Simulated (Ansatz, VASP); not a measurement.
## Two plane-wave programs on W

```
W
1.0
     0.00000    2.10453    1.94816
     2.10453    0.00000    1.94816
     2.10453    2.10453    0.00000
W
1
Direct
  0.00000 0.00000 0.00000
```

Alike in both runs: task single point; functional PBEsol; k mesh 22 × 22 × 22; occupations gaussian, width 0.15 eV; no spin polarisation.

```csv
,VASP,Ansatz
version,VASP 6.6.1,Ansatz 0.2.0
potentials or method,"VASP PAW PBE potentials, release 64 (W_sv), cutoff 500 eV","scalar-relativistic, plane waves, PAW"
valence electrons in the cell,14,14
```

```csv
,VASP,Ansatz,Ansatz less VASP
gap on the k mesh at the Fermi level (eV),none,none,-
pressure (GPa),-19.8,-20.2,-0.31
"traceless stress, the component that is largest in VASP (GPa)",-13.07,-13.01,+0.058
```

VASP's potentials were made for PBE, not for PBEsol, and Ansatz warns of the same on its side. A gap of «none» marks a metal or a gap that the smearing closes.

Neither program's run includes spin-orbit coupling.
